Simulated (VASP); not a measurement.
# Te4Pt3 (R-3m) in VASP: single point with PBEsol+U

Aim: the single point of Te4Pt3 with PBEsol+U.

All numbers are computed with VASP 6.6.1; they aren't measurements. Logs are shortened: lines on timing, memory, paths and dates and some standing lists are left out, and cuts for length are marked.

## Step 1: The cell of the first run

It takes space group R-3m (No. 166, trigonal). The conventional cell has a = 3.988 Å, b = 3.988 Å, c = 35.390 Å, α = 90.00°, β = 90.00°, γ = 120.00°. Pt (site symmetry 3m) has 6 Te at 2.64 to 3.59 Å and 3 Pt at 2.73 Å within 3.6 Å. Within 3.5 Å of Pt (site symmetry -3m) lie 6 Te at 2.67 Å. Te (site symmetry 3m) has 3 Pt at 2.67 Å and 6 Te at 3.42 to 3.56 Å within 3.6 Å. Te (site symmetry 3m) has 6 Pt at 2.64 to 3.59 Å and 3 Te at 3.42 Å within 3.6 Å.

## Step 2: Single point, PBEsol+U

Contents of INCAR:

```
PREC = Accurate
ENCUT = 520
EDIFF = 1E-6
ISMEAR = -1
SIGMA = 0.05
LREAL = False
LASPH = True
NELM = 150
ALGO = Normal
ISIF = 2
LWAVE = False
LCHARG = True
LMAXMIX = 4
LDAU = True
LDAUTYPE = 2
LDAUL = 2 -1
LDAUU = 4 0
LDAUJ = 0 0
LDAUPRINT = 1
GGA = PS
LELF = True
LVHAR = True
NBANDS = 36
```

Contents of KPOINTS:

```
Automatic mesh
0
Gamma
  8 8 8
```

Contents of POSCAR:

```
Te4Pt3
1.0
    1.9940000000      1.1512364368     11.7966666667
   -1.9940000000      1.1512364368     11.7966666667
    0.0000000000     -2.3024728735     11.7966666667
Pt Te
3 4
Direct
    0.8540000000      0.8540000000      0.8540000000
    0.1460000000      0.1460000000      0.1460000000
    0.0000000000      0.0000000000      0.0000000000
    0.7050000000      0.7050000000      0.7050000000
    0.2950000000      0.2950000000      0.2950000000
    0.5570000000      0.5570000000      0.5570000000
    0.4430000000      0.4430000000      0.4430000000
```

Potentials or basis: VASP PAW PBE potentials, release 64 (Pt, Te).

Launch:

```
cat potpaw_PBE.64/Pt/POTCAR potpaw_PBE.64/Te/POTCAR > POTCAR
mpirun -np 1 vasp_std > vasp.out
```

OUTCAR:

```text
PREC = Accurate
   ENCUT = 520
   EDIFF = 1E-6
   ISMEAR = -1
   LREAL = False
   LASPH = True
   NELM = 150
   ISIF = 2
   GGA = PS

 ion  position               nearest neighbor table
   1  0.854  0.854  0.854-   6 2.64   6 2.64   6 2.64   2 2.73   2 2.73   2 2.73   7 3.59   7 3.59
                             7 3.59
   2  0.146  0.146  0.146-   7 2.64   7 2.64   7 2.64   1 2.73   1 2.73   1 2.73   6 3.59   6 3.59
                             6 3.59
   3  0.000  0.000  0.000-   4 2.67   5 2.67   4 2.67   4 2.67   5 2.67   5 2.67
   4  0.705  0.705  0.705-   3 2.67   3 2.67   3 2.67   7 3.42   7 3.42   7 3.42   5 3.56   5 3.56
                             5 3.56
   5  0.295  0.295  0.295-   3 2.67   3 2.67   3 2.67   6 3.42   6 3.42   6 3.42   4 3.56   4 3.56
                             4 3.56
   6  0.557  0.557  0.557-   1 2.64   1 2.64   1 2.64   5 3.42   5 3.42   5 3.42   2 3.59   2 3.59
                             2 3.59
   7  0.443  0.443  0.443-   2 2.64   2 2.64   2 2.64   4 3.42   4 3.42   4 3.42   1 3.59   1 3.59
                             1 3.59

  LATTYP: Found a trigonal (rhomboedric) cell.
 ALAT       =    12.0192647770
 COS(alpha) =     0.9449541606

  Lattice vectors:

 A1 = (   1.9940000000,   1.1512364368,  11.7966666667)
 A2 = (  -1.9940000000,   1.1512364368,  11.7966666667)
 A3 = (   0.0000000000,  -2.3024728735,  11.7966666667)

Analysis of symmetry for initial positions (statically):
=====================================================================
 Subroutine PRICEL returns:
 Original cell was already a primitive cell.

 Routine SETGRP: Setting up the symmetry group for a
 trigonal (rhombohedral) supercell.

 Subroutine GETGRP returns: Found 12 space group operations
 (whereof 12 operations were pure point group operations)
 out of a pool of 12 trial point group operations.

The static configuration has the point symmetry D_3d.

Analysis of symmetry for dynamics (positions and initial velocities):
=====================================================================
 Subroutine PRICEL returns:
 Original cell was already a primitive cell.

 Routine SETGRP: Setting up the symmetry group for a
 trigonal (rhombohedral) supercell.

 Subroutine GETGRP returns: Found 12 space group operations
 (whereof 12 operations were pure point group operations)
 out of a pool of 12 trial point group operations.

The dynamic configuration has the point symmetry D_3d.

 Subroutine INISYM returns: Found 12 space group operations
 (whereof 12 operations are pure point group operations),
 and found     1 'primitive' translations

----------------------------------------------------------------------------------------

                                     Primitive cell

  volume of cell :     162.4801

  direct lattice vectors                    reciprocal lattice vectors
     1.994000000  1.151236437 11.796666667     0.250752257  0.144771883  0.028256570
    -1.994000000  1.151236437 11.796666667    -0.250752257  0.144771883  0.028256570
     0.000000000 -2.302472874 11.796666667     0.000000000 -0.289543766  0.028256570

  length of vectors
    12.019264777 12.019264777 12.019264777     0.290919278  0.290919278  0.290919278

  position of ions in fractional coordinates (direct lattice)
     0.854000000  0.854000000  0.854000000
     0.146000000  0.146000000  0.146000000
     0.000000000  0.000000000  0.000000000
     0.705000000  0.705000000  0.705000000
     0.295000000  0.295000000  0.295000000
     0.557000000  0.557000000  0.557000000
     0.443000000  0.443000000  0.443000000

  ion indices of the primitive-cell ions
   primitive index   ion index
                 1           1
                 2           2
                 3           3
                 4           4
                 5           5
                 6           6
                 7           7

----------------------------------------------------------------------------------------

 KPOINTS: Automatic mesh

Automatic generation of k-mesh.
 Grid dimensions read from file:
 generate k-points for:    8    8    8

 Generating k-lattice:

  Cartesian coordinates                     Fractional coordinates (reciprocal lattice)
     0.031344032  0.018096485  0.003532071     0.125000000  0.000000000  0.000000000
    -0.031344032  0.018096485  0.003532071     0.000000000  0.125000000  0.000000000
     0.000000000 -0.036192971  0.003532071     0.000000000  0.000000000  0.125000000

  Length of vectors
     0.036364910  0.036364910  0.036364910

  Shift w.r.t. Gamma in fractional coordinates (k-lattice)
     0.000000000  0.000000000  0.000000000

 Subroutine IBZKPT returns following result:
 ===========================================

 Found     65 irreducible k-points:

 Following reciprocal coordinates:
            Coordinates               Weight
  0.000000  0.000000  0.000000      1.000000
  0.125000  0.000000  0.000000      6.000000
  0.250000  0.000000  0.000000      6.000000
  0.375000  0.000000  0.000000      6.000000
  0.500000  0.000000  0.000000      3.000000
  0.125000  0.125000  0.000000      6.000000
[... 16 lines left out ...]
  0.250000  0.125000  0.125000      6.000000
  0.375000  0.125000  0.125000      6.000000
 [... further k-points ...]
   k-points           NKPTS =     65   k-points in BZ     NKDIM =     65   number of bands    NBANDS=     36
   number of dos      NEDOS =    301   number of ions     NIONS =      7
   total plane-waves  NPLWV = 729000
   dimension x,y,z NGX =    90 NGY =   90 NGZ =   90
   dimension x,y,z NGXF=   180 NGYF=  180 NGZF=  180
   ions per type =               3   4
   NGX,Y,Z   is equivalent  to a cutoff of  12.45, 12.45, 12.45 a.u.
   NGXF,Y,Z  is equivalent  to a cutoff of  24.90, 24.90, 24.90 a.u.
 SYSTEM =  unknown system
   PREC   = accura    normal or accurate (medium, high low for compatibility)
   ISTART =      0    job   : 0-new  1-cont  2-samecut
   ICHARG =      2    charge: 1-file 2-atom 10-const
   ISPIN  =      1    spin polarized calculation?
   LNONCOLLINEAR =      F non collinear calculations
   LSORBIT =      F    spin-orbit coupling
   LASPH  =      T    aspherical Exc in radial PAW
   ENCUT  =  520.0 eV  38.22 Ry    6.18 a.u.  22.35 22.35 22.35*2*pi/ulx,y,z
   NELM   =    150;   NELMIN=  2; NELMDL= -5     # of ELM steps
   EDIFF  = 0.1E-05   stopping-criterion for ELM
   LREAL  =      F    real-space projection
   EDIFFG = 0.1E-04   stopping-criterion for IOM
   NSW    =      0    number of steps for IOM
   IBRION =     -1    ionic relax: 0-MD 1-quasi-New 2-CG
   NFREE  =      0    steps in history (QN), initial steepest desc. (CG)
   ISIF   =      2    stress and relaxation
   ISYM   =      2    0-nonsym 1-usesym 2-fastsym
   POTIM  = 0.5000    time-step for ionic-motion
   TEBEG  =    0.0;   TEEND  =   0.0 temperature during run
   PSTRESS=    0.0 pullay stress
   NELECT =      54.0000    total number of electrons
   NUPDOWN=      -1.0000    fix difference up-down
   EMIN   =  10.00;   EMAX   =-10.00  energy-range for DOS
   EFERMI =   0.00;   METHOD = LEGACY
   ISMEAR =    -1;   SIGMA  =   0.05  broadening in eV -4-tet -1-fermi 0-gaus
   EFERMI_NEDOS =   21; number of points for ismear=-14 and -15
   IALGO  =     38    algorithm
   IMIX   =      4    mixing-type and parameters
     AMIX     =   0.40;   BMIX     =  1.00
     AMIX_MAG =   1.60;   BMIX_MAG =  1.00
  volume/ion in A,a.u.               =      23.21       156.64
  Fermi-wavevector in a.u.,A,eV,Ry     =   1.133982  2.142914 17.495926  1.285914
  Thomas-Fermi vector in A             =   2.270685
   LORBIT       =      0    0 simple, 1 ext, 2 COOP (PROOUT), +10 PAW based schemes
 LDA+U is selected, type is set to LDAUTYPE =  2
   angular momentum for each species LDAUL =     2   -1
   U (eV)           for each species LDAUU =   4.0  0.0
   J (eV)           for each species LDAUJ =   0.0  0.0
   GGA     = PS    functional components
   LHFCALC =     F    Hartree Fock is set to
   AEXX    =    0.0000 exact exchange contribution
   IVDW    =     0    specifies the selected vdW correction
   LEPSILON=     F    determine dielectric tensor
   LRPA    =     F    only Hartree local field effects (RPA)
 non-spin polarized calculation
  energy-cutoff  :      520.00
  volume of cell :      162.48
 maximum number of plane-waves:      4418
 NGX is ok and might be reduce to    90
   NGX = 45   NGY = 45   NGZ = 45

atom =   1  type =  1  l = 2

 onsite density matrix

spin component  1

  0.8487 -0.0000 -0.0000 -0.0735 -0.0000
 -0.0000  0.8245  0.0000 -0.0000 -0.0735
 -0.0000  0.0000  0.9120 -0.0000  0.0000
 -0.0735 -0.0000 -0.0000  0.8245 -0.0000
 -0.0000 -0.0735  0.0000 -0.0000  0.8487

spin component  2

  0.8487 -0.0000 -0.0000 -0.0735 -0.0000
 -0.0000  0.8245  0.0000 -0.0000 -0.0735
 -0.0000  0.0000  0.9120 -0.0000  0.0000
 -0.0735 -0.0000 -0.0000  0.8245 -0.0000
 -0.0000 -0.0735  0.0000 -0.0000  0.8487
[... 67 lines left out ...]
 occupancies and eigenvectors

  o =  0.7634  v =  0.0000 -0.7970  0.0000 -0.0000 -0.6039  0.0000  0.0000  0.0000  0.0000  0.0000      0.0000  0.0000  0.0000  0.0000  0.0000  0.0000  0.0000  0.0000  0.0000  0.0000
  o =  0.7634  v =  0.0000  0.0000  0.0000  0.0000  0.0000  0.0000 -0.7970  0.0000 -0.0000 -0.6039      0.0000  0.0000  0.0000  0.0000  0.0000  0.0000  0.0000  0.0000  0.0000  0.0000
  o =  0.7634  v =  0.0000  0.0000  0.0000  0.0000  0.0000 -0.6039  0.0000 -0.0000 -0.7970  0.0000      0.0000  0.0000  0.0000  0.0000  0.0000  0.0000  0.0000  0.0000  0.0000  0.0000
  o =  0.7634  v = -0.6039  0.0000 -0.0000 -0.7970  0.0000  0.0000  0.0000  0.0000  0.0000  0.0000      0.0000  0.0000  0.0000  0.0000  0.0000  0.0000  0.0000  0.0000  0.0000  0.0000
  o =  0.9078  v =  0.0000 -0.0000 -1.0000  0.0000  0.0000  0.0000  0.0000  0.0000  0.0000  0.0000      0.0000  0.0000  0.0000  0.0000  0.0000  0.0000  0.0000  0.0000  0.0000  0.0000
  o =  0.9078  v =  0.0000  0.0000  0.0000  0.0000  0.0000  0.0000 -0.0000 -1.0000  0.0000  0.0000      0.0000  0.0000  0.0000  0.0000  0.0000  0.0000  0.0000  0.0000  0.0000  0.0000
  o =  0.9111  v = -0.7970  0.0000  0.0000  0.6039 -0.0000  0.0000  0.0000  0.0000  0.0000  0.0000      0.0000  0.0000  0.0000  0.0000  0.0000  0.0000  0.0000  0.0000  0.0000  0.0000
  o =  0.9111  v =  0.0000  0.0000  0.0000  0.0000  0.0000 -0.7970  0.0000  0.0000  0.6039 -0.0000      0.0000  0.0000  0.0000  0.0000  0.0000  0.0000  0.0000  0.0000  0.0000  0.0000
  o =  0.9111  v =  0.0000  0.0000  0.0000  0.0000  0.0000  0.0000 -0.6039  0.0000  0.0000  0.7970      0.0000  0.0000  0.0000  0.0000  0.0000  0.0000  0.0000  0.0000  0.0000  0.0000
  o =  0.9111  v =  0.0000 -0.6039  0.0000  0.0000  0.7970  0.0000  0.0000  0.0000  0.0000  0.0000      0.0000  0.0000  0.0000  0.0000  0.0000  0.0000  0.0000  0.0000  0.0000  0.0000

 number of electron      54.0000002 magnetization

 Free energy of the ion-electron system (eV)
  ---------------------------------------------------
  ext. energy  EPLUGINS =         0.00000000
  ---------------------------------------------------
  free energy    TOTEN  =       -29.63048412 eV

  energy without entropy =      -29.60984455  energy(sigma->0) =      -29.62016433

 E-fermi :   8.2146     XC(G=0): -10.9210

 val. band max:        8.2012656024   @ k =   0.5000   0.5000   0.2500
 cond. band min:       8.2313929511   @ k =   0.5000   0.5000   0.5000
 fundamental gap:      0.0301273487
 Fermi energy:         8.2145543122

 k-point     1 :       0.0000    0.0000    0.0000
  band No.  band energies     occupation
      1      -5.4636      2.00000
      2      -4.3794      2.00000
      3      -4.2185      2.00000
      4      -2.6667      2.00000
      5       1.4211      2.00000
      6       2.2706      2.00000
[... 925 lines left out ...]
     35      13.6005      0.00000
     36      13.8784      0.00000

 [... further k-points ...]

------------------------ aborting loop because EDIFF is reached ----------------------------------------

  FORCE on cell =-STRESS in cart. coord.  units (eV):
  Direction    XX          YY          ZZ          XY          YZ          ZX
  --------------------------------------------------------------------------------------
  -------------------------------------------------------------------------------------
  Total       -4.1393517     -4.1393517     -4.0147391      0.0000000     -0.0000000      0.0000000
  in kB      -40.8171495    -40.8171495    -39.5883745      0.0000000     -0.0000000      0.0000000
  external PRESSURE =     -40.4075578 kB  Pullay stress =       0.0000000 kB

 VOLUME and BASIS-vectors are now :
 -----------------------------------------------------------------------------
  energy-cutoff  :      520.00
  volume of cell :      162.48
      direct lattice vectors                 reciprocal lattice vectors
     1.994000000  1.151236437 11.796666667     0.250752257  0.144771883  0.028256570
    -1.994000000  1.151236437 11.796666667    -0.250752257  0.144771883  0.028256570
     0.000000000 -2.302472874 11.796666667     0.000000000 -0.289543766  0.028256570

 POSITION                                       TOTAL-FORCE (eV/Angst)
 -----------------------------------------------------------------------------------
      0.00000      0.00000     30.22306         0.000000     -0.000000     -0.005119
      0.00000      0.00000      5.16694         0.000000      0.000000      0.005119
      0.00000      0.00000      0.00000         0.000000     -0.000000     -0.000000
      0.00000      0.00000     24.94995         0.000000     -0.000000     -0.031310
      0.00000      0.00000     10.44005         0.000000      0.000000      0.031310
      0.00000      0.00000     19.71223         0.000000     -0.000000     -0.868556
      0.00000      0.00000     15.67777         0.000000      0.000000      0.868556
 -----------------------------------------------------------------------------------
    total drift:                                0.000000      0.000000      0.000000

  FREE ENERGIE OF THE ION-ELECTRON SYSTEM (eV)
  ---------------------------------------------------
  free  energy   TOTEN  =       -29.6304841164 eV

  energy  without entropy=      -29.6098445457  energy(sigma->0) =      -29.62016433
```

Wall time 37 min (1 thread of Intel Xeon 6975P-C (Granite Rapids), shared host); peak memory 1.4 GiB.

What came out:

| Quantity | Value |
| --- | --- |
| Free energy | -29.6305 eV |
| Pressure | -4.0 GPa |
| Largest force | 0.869 eV/Å |
| Band gap on the k mesh | zero (bands 27 and 28 overlap by 2.41 eV) |

Forces on the atoms (eV/Å):
```
Pt   0.000  0.000 -0.005
Pt   0.000  0.000  0.005
Pt   0.000  0.000  0.000
Te   0.000  0.000 -0.031
Te   0.000  0.000  0.031
Te   0.000  0.000 -0.869
Te   0.000  0.000  0.869
```

Stress tensor (GPa, compression positive):
```
-4.08  0.00  0.00
 0.00 -4.08  0.00
 0.00  0.00 -3.96
```

Eigenvalues of the final occupation matrices:
```
    site  spin  trace               eigenvalues
site 1 d     1   4.26  0.76 0.76 0.91 0.91 0.91
site 1 d     2   4.26  0.76 0.76 0.91 0.91 0.91
site 2 d     1   4.26  0.76 0.76 0.91 0.91 0.91
site 2 d     2   4.26  0.76 0.76 0.91 0.91 0.91
site 3 d     1   4.26  0.76 0.76 0.91 0.91 0.91
site 3 d     2   4.26  0.76 0.76 0.91 0.91 0.91
```

Caveat: the cell stands under tension; the PAW data sets were made with another functional, which shifts forces and pressure a little; spin-orbit coupling is left out, which moves the levels of the heavy elements; U without spin polarisation on a metal has little footing; the U is typed as a test and isn't derived for this compound.

The gap in the log of VASP goes by the Fermi energy; the results here count the filled bands.